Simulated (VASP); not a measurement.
# Ti5H in VASP: a series of runs

Runs on Ti5H. Level: PBE. Tasks: single point.

All numbers are computed with VASP 6.6.1; they aren't measurements. Logs are shortened: lines on timing, memory, paths and dates and some standing lists are left out, and cuts for length are marked.

## 1. The cell of the first run

The cell holds a slab with vacuum, 6 atoms: a = 2.938 Å, b = 2.938 Å, c = 26.212 Å, α = 90.00°, β = 90.00°, γ = 120.00°.

## 2. Single point, PBE, collinear spin, ferromagnetic start

INCAR reads:

```
PREC     = Accurate       # precision mode
ENCUT    = 520            # plane-wave cutoff, eV
EDIFF    = 1E-6           # SCF threshold, eV
ISMEAR   = 0              # smearing method
SIGMA    = 0.1            # smearing width, eV
LREAL    = False          # projectors in reciprocal space
LASPH    = True           # aspherical terms in the spheres
NELM     = 150            # most SCF steps
ALGO     = Normal         # electronic algorithm
ISIF     = 2              # what is computed and relaxed
LWAVE    = False          # write WAVECAR
LCHARG   = True           # write CHGCAR
ISPIN    = 2              # spin polarisation
MAGMOM   = 0 0 0 0 0 1    # initial moments
LORBIT   = 11             # projections on sites
LMAXMIX  = 4              # l up to which the mixer works
LDIPOL   = True         
IDIPOL   = 3            
DIPOL    = 0.5 0.5 0.372
GGA      = PE             # functional
LELF     = True           # ELF
LVHAR    = True         
LVACPOTAV= True         
NBANDS   = 44             # bands
```

KPOINTS reads:

```
regular mesh
0
Gamma
  9 9 1
```

POSCAR reads:

```
Ti5H
1.0
    2.9381632084      0.0000000000      0.0000000000
   -1.4690816042      2.5445239789      0.0000000000
    0.0000000000      0.0000000000     26.2117060745
Ti H
5 1
Direct
    0.6666666667      0.3333333333      0.1526035729
    0.3333333333      0.6666666667      0.2413132777
    0.6666666667      0.3333333333      0.3306032017
    0.3333333333      0.6666666667      0.4219530445
    0.6666666667      0.3333333333      0.5040383879
    1.0000000000      0.0000000000      0.5830107369
```

Potentials or basis: VASP PAW PBE potentials, release 64 (Ti_sv, H).

Command:

```console
> cat potpaw_PBE.64/Ti_sv/POTCAR potpaw_PBE.64/H/POTCAR > POTCAR
> mpirun -np 1 vasp_std > vasp.out
```

OUTCAR:

```text
PREC = Accurate
   ENCUT = 520
   EDIFF = 1E-6
   ISMEAR = 0
   LREAL = False
   LASPH = True
   NELM = 150
   ISIF = 2
   ISPIN = 2
   LORBIT = 11
   GGA = PE

 ion  position               nearest neighbor table
   1  0.667  0.333  0.153-   2 2.88   2 2.88   2 2.88
   2  0.333  0.667  0.241-   1 2.88   1 2.88   1 2.88   3 2.89   3 2.89   3 2.89
   3  0.667  0.333  0.331-   2 2.89   2 2.89   2 2.89
   4  0.333  0.667  0.422-   5 2.74   5 2.74   5 2.74
   5  0.667  0.333  0.504-   4 2.74   4 2.74   4 2.74
   6  0.000  0.000  0.583-

  LATTYP: Found a hexagonal cell.
 ALAT       =     2.9381632084
 C/A-ratio  =     8.9211198342

  Lattice vectors:

 A1 = (   2.9381632084,   0.0000000000,   0.0000000000)
 A2 = (  -1.4690816042,   2.5445239789,   0.0000000000)
 A3 = (   0.0000000000,   0.0000000000,  26.2117060745)

Analysis of symmetry for initial positions (statically):
=====================================================================
 Subroutine PRICEL returns:
 Original cell was already a primitive cell.

 Routine SETGRP: Setting up the symmetry group for a
 hexagonal supercell.

 Subroutine GETGRP returns: Found  6 space group operations
 (whereof  6 operations were pure point group operations)
 out of a pool of 24 trial point group operations.

The static configuration has the point symmetry C_3v.

Analysis of symmetry for dynamics (positions and initial velocities):
=====================================================================
 Subroutine PRICEL returns:
 Original cell was already a primitive cell.

 Routine SETGRP: Setting up the symmetry group for a
 hexagonal supercell.

 Subroutine GETGRP returns: Found  6 space group operations
 (whereof  6 operations were pure point group operations)
 out of a pool of 24 trial point group operations.

The dynamic configuration has the point symmetry C_3v.

Analysis of structural, dynamic, and magnetic symmetry:
=====================================================================
 Subroutine PRICEL returns:
 Original cell was already a primitive cell.

 Routine SETGRP: Setting up the symmetry group for a
 hexagonal supercell.

 Subroutine GETGRP returns: Found  6 space group operations
 (whereof  6 operations were pure point group operations)
 out of a pool of 24 trial point group operations.

The overall configuration has the point symmetry C_3v.

 Subroutine INISYM returns: Found  6 space group operations
 (whereof  6 operations are pure point group operations),
 and found     1 'primitive' translations

----------------------------------------------------------------------------------------

                                     Primitive cell

  volume of cell :     195.9647

  direct lattice vectors                    reciprocal lattice vectors
     2.938163208  0.000000000  0.000000000     0.340348690  0.196500408  0.000000000
    -1.469081604  2.544523979  0.000000000     0.000000000  0.393000816  0.000000000
     0.000000000  0.000000000 26.211706075     0.000000000  0.000000000  0.038150893

  length of vectors
     2.938163208  2.938163208 26.211706075     0.393000816  0.393000816  0.038150893

  position of ions in fractional coordinates (direct lattice)
     0.666666667  0.333333333  0.152603573
     0.333333333  0.666666667  0.241313278
     0.666666667  0.333333333  0.330603202
     0.333333333  0.666666667  0.421953045
     0.666666667  0.333333333  0.504038388
     0.000000000  0.000000000  0.583010737

  ion indices of the primitive-cell ions
   primitive index   ion index
                 1           1
                 2           2
                 3           3
                 4           4
                 5           5
                 6           6

----------------------------------------------------------------------------------------

 KPOINTS: regular mesh

[... 35 lines left out ...]
  0.333333  0.333333  0.000000      2.000000
   k-points           NKPTS =     12   k-points in BZ     NKDIM =     12   number of bands    NBANDS=     44
   number of dos      NEDOS =    301   number of ions     NIONS =      6
   total plane-waves  NPLWV = 112896
   dimension x,y,z NGX =    24 NGY =   24 NGZ =  196
   dimension x,y,z NGXF=    48 NGYF=   48 NGZF=  392
   ions per type =               5   1
   NGX,Y,Z   is equivalent  to a cutoff of  13.58, 13.58, 12.43 a.u.
   NGXF,Y,Z  is equivalent  to a cutoff of  27.16, 27.16, 24.86 a.u.
 SYSTEM =  unknown system
   PREC   = accura    normal or accurate (medium, high low for compatibility)
   ISTART =      0    job   : 0-new  1-cont  2-samecut
   ICHARG =      2    charge: 1-file 2-atom 10-const
   ISPIN  =      2    spin polarized calculation?
   LNONCOLLINEAR =      F non collinear calculations
   LSORBIT =      F    spin-orbit coupling
   LASPH  =      T    aspherical Exc in radial PAW
   ENCUT  =  520.0 eV  38.22 Ry    6.18 a.u.   5.46  5.46 48.74*2*pi/ulx,y,z
   NELM   =    150;   NELMIN=  2; NELMDL= -5     # of ELM steps
   EDIFF  = 0.1E-05   stopping-criterion for ELM
   LREAL  =      F    real-space projection
   EDIFFG = 0.1E-04   stopping-criterion for IOM
   NSW    =      0    number of steps for IOM
   IBRION =     -1    ionic relax: 0-MD 1-quasi-New 2-CG
   NFREE  =      0    steps in history (QN), initial steepest desc. (CG)
   ISIF   =      2    stress and relaxation
   ISYM   =      2    0-nonsym 1-usesym 2-fastsym
   POTIM  = 0.5000    time-step for ionic-motion
   TEBEG  =    0.0;   TEEND  =   0.0 temperature during run
   PSTRESS=    0.0 pullay stress
   NELECT =      61.0000    total number of electrons
   NUPDOWN=      -1.0000    fix difference up-down
   EMIN   =  10.00;   EMAX   =-10.00  energy-range for DOS
   EFERMI =   0.00;   METHOD = LEGACY
   ISMEAR =     0;   SIGMA  =   0.10  broadening in eV -4-tet -1-fermi 0-gaus
   EFERMI_NEDOS =   21; number of points for ismear=-14 and -15
   IALGO  =     38    algorithm
   IMIX   =      4    mixing-type and parameters
     AMIX     =   0.40;   BMIX     =  1.00
     AMIX_MAG =   1.60;   BMIX_MAG =  1.00
  volume/ion in A,a.u.               =      32.66       220.41
  Fermi-wavevector in a.u.,A,eV,Ry     =   1.109495  2.096642 16.748502  1.230980
  Thomas-Fermi vector in A             =   2.246036
   LORBIT       =     11    0 simple, 1 ext, 2 COOP (PROOUT), +10 PAW based schemes
   GGA     = PE    functional components
   LHFCALC =     F    Hartree Fock is set to
   AEXX    =    0.0000 exact exchange contribution
   IVDW    =     0    specifies the selected vdW correction
   LEPSILON=     F    determine dielectric tensor
   LRPA    =     F    only Hartree local field effects (RPA)
 spin polarized calculation
 Gauss-broadening in eV      SIGMA  =   0.10
  energy-cutoff  :      520.00
  volume of cell :      195.96
 maximum number of plane-waves:      5389
 NGX is ok and might be reduce to    24
   NGX = 11   NGY = 11   NGZ = 97

 dipolmoment           0.000000      0.000000     -0.026417 electrons x Angstroem

 number of electron      60.9999992 magnetization       0.0455136

 number of electron      60.9999992 magnetization      -0.9947352

 dipolmoment           0.000000      0.000000      0.070367 electrons x Angstroem

 Free energy of the ion-electron system (eV)
  ---------------------------------------------------
  ext. energy  EPLUGINS =         0.00000000
  ---------------------------------------------------
  free energy    TOTEN  =       -40.33803738 eV

  energy without entropy =      -40.31242906  energy(sigma->0) =      -40.32523322

 E-fermi :   0.9884     XC(G=0):  -6.0728

 val. band max:        0.9716187010   @ k =   0.4444   0.0000   0.0000
 cond. band min:       1.0266779064   @ k =   0.1111   0.0000   0.0000
 fundamental gap:      0.0550592055
 Fermi energy:         0.9883798194

 spin component 1

 k-point     1 :       0.0000    0.0000    0.0000
  band No.  band energies     occupation
      1     -56.1740      1.00000
      2     -55.8291      1.00000
      3     -55.7748      1.00000
      4     -55.7295      1.00000
      5     -55.6076      1.00000
      6     -32.6254      1.00000
[... 529 lines left out ...]
     41       3.5157      0.00000
     42       3.7127      0.00000
 Fermi energy:         0.9883798194

 spin component 2

 k-point     1 :       0.0000    0.0000    0.0000
  band No.  band energies     occupation
      1     -56.1818      1.00000
      2     -56.1659      1.00000
      3     -55.8227      1.00000
      4     -55.7550      1.00000
      5     -55.7159      1.00000
      6     -32.6286      1.00000
[... 529 lines left out ...]
     41       3.3538      0.00000
     42       3.5148      0.00000
 [bands above 42 left out]

------------------------ aborting loop because EDIFF is reached ----------------------------------------

  FORCE on cell =-STRESS in cart. coord.  units (eV):
  Direction    XX          YY          ZZ          XY          YZ          ZX
  --------------------------------------------------------------------------------------
  -------------------------------------------------------------------------------------
  Total       -1.2813092     -1.2813092     -4.9569412      0.0000000     -0.0000000     -0.0000000
  in kB      -10.4757900    -10.4757900    -40.5271996      0.0000000     -0.0000000     -0.0000000
  external PRESSURE =     -20.4929265 kB  Pullay stress =       0.0000000 kB

 VOLUME and BASIS-vectors are now :
 -----------------------------------------------------------------------------
  energy-cutoff  :      520.00
  volume of cell :      195.96
      direct lattice vectors                 reciprocal lattice vectors
     2.938163208  0.000000000  0.000000000     0.340348690  0.196500408  0.000000000
    -1.469081604  2.544523979  0.000000000     0.000000000  0.393000816  0.000000000
     0.000000000  0.000000000 26.211706075     0.000000000  0.000000000  0.038150893

 POSITION                                       TOTAL-FORCE (eV/Angst)
 -----------------------------------------------------------------------------------
      1.46908      0.84817      4.00000        -0.000000      0.000000      0.464870
     -0.00000      1.69635      6.32523         0.000000     -0.000000     -0.444806
      1.46908      0.84817      8.66567        -0.000000      0.000000      0.031334
     -0.00000      1.69635     11.06011         0.000000     -0.000000     -0.404008
      1.46908      0.84817     13.21171        -0.000000     -0.000000      2.491372
      0.00000      0.00000     15.28171         0.000000     -0.000000     -2.138761
 -----------------------------------------------------------------------------------
    total drift:                               -0.000000      0.000000     -0.000075

  FREE ENERGIE OF THE ION-ELECTRON SYSTEM (eV)
  ---------------------------------------------------
  free  energy   TOTEN  =       -40.3380373807 eV

  energy  without entropy=      -40.3124290611  energy(sigma->0) =      -40.32523322

 vacuum level on the upper side and lower side of the slab         6.936         5.234

 total charge

# of ion       s       p       d       tot
------------------------------------------
    1        2.246   6.072   1.878  10.195
    2        2.246   6.122   1.869  10.238
    3        2.246   6.117   1.871  10.234
    4        2.254   6.133   1.888  10.276
    5        2.231   6.105   1.829  10.165
    6        0.399   0.002   0.000   0.401
--------------------------------------------------
tot         11.623  30.551   9.335  51.508

 magnetization (x)

# of ion       s       p       d       tot
------------------------------------------
    1       -0.012  -0.047  -0.563  -0.622
    2        0.001   0.000   0.070   0.071
    3       -0.000  -0.002  -0.025  -0.028
    4       -0.000  -0.000  -0.012  -0.012
    5        0.000   0.001   0.009   0.009
    6       -0.001   0.000   0.000  -0.001
--------------------------------------------------
tot         -0.011  -0.048  -0.521  -0.581
```

Wall time 18 min (1 thread of Oxide Virtual Turin-like, shared host); peak memory 0.47 GiB.

Results:

```
Free energy                                           : -40.3380 eV
Largest force                                         : 2.491 eV/Å
Band gap on the k mesh                                : zero (filled and empty bands overlap)
Net moment                                            : -0.99 μB per cell
Site moments                                          : Ti -0.62, +0.07, -0.03, -0.01, +0.01; H -0.00 μB
Valence electrons inside the program's atomic spheres : Ti 10.20, 10.24, 10.23, 10.28, 10.16; H 0.40
```

Forces in eV/Å, atoms in the order of the input:
```
Ti   0.000  0.000  0.465
Ti   0.000  0.000 -0.445
Ti   0.000  0.000  0.031
Ti   0.000  0.000 -0.404
Ti   0.000  0.000  2.491
H    0.000  0.000 -2.139
```

## 3. Single point, PBE, collinear spin, ferromagnetic start

INCAR reads:

```
SYSTEM = Ti5H
PREC = Accurate
ENCUT = 520
EDIFF = 1E-6
ISMEAR = 0
SIGMA = 0.1
LREAL = .False.
LASPH = .True.
NELM = 150
ALGO = Normal
ISIF = 2
LWAVE = .False.
LCHARG = .False.
ISPIN = 2
MAGMOM = 0 0 0 0 0 1
LORBIT = 11
LMAXMIX = 4
LDIPOL = .True.
IDIPOL = 3
DIPOL = 0.5 0.5 0.372
GGA = PE
NBANDS = 44
```

KPOINTS reads:

```
Automatic mesh
0
Gamma
  9 9 1
  0 0 0
```

Changes to POSCAR since step 2:

```diff
@@ -13,2 +13,2 @@
     0.6666666667      0.3333333333      0.5040383879
-    1.0000000000      0.0000000000      0.5830107369
+    1.3333333333     -0.3333333333      0.5830107369
```

Potentials or basis: VASP PAW PBE potentials, release 64 (Ti_sv, H).

Command:

```console
> cat potpaw_PBE.64/Ti_sv/POTCAR potpaw_PBE.64/H/POTCAR > POTCAR
> mpirun -np 1 vasp_std > vasp.out
```

Wall time 14 min (1 thread of Oxide Virtual Turin-like, shared host); peak memory 0.48 GiB.

It converged, with:

```
Free energy                                           : -40.3149 eV
Largest force                                         : 2.571 eV/Å
Band gap on the k mesh                                : zero (filled and empty bands overlap)
Net moment                                            : -0.98 μB per cell
Site moments                                          : Ti -0.61, +0.07, -0.03, -0.01, +0.01; H -0.00 μB
Valence electrons inside the program's atomic spheres : Ti 10.20, 10.24, 10.23, 10.28, 10.17; H 0.40
```

Forces on the atoms (eV/Å):
```
Ti   0.000  0.000  0.463
Ti   0.000  0.000 -0.441
Ti   0.000  0.000  0.039
Ti   0.000  0.000 -0.484
Ti   0.000  0.000  2.571
H    0.000  0.000 -2.148
```

Levels at points of the mesh, in eV from the Fermi level:
Spin up:
| k point | band 26 | band 27 | band 28 | band 29 | band 30 | band 31 | band 32 | band 33 | band 34 | band 35 |
| --- | --- | --- | --- | --- | --- | --- | --- | --- | --- | --- |
| (0.00, 0.00, 0.00) | -2.25 | 0.08 | 0.23 | 0.55 | 0.55 | 0.61 | 0.67 | 0.67 | 0.78 | 0.79 |
Spin down:
```
           k point  band 27  band 28  band 29  band 30  band 31  band 32  band 33  band 34  band 35  band 36
(0.00, 0.00, 0.00)    -0.43     0.08     0.32     0.55     0.55     0.58     0.58     0.60     0.68     0.68
```
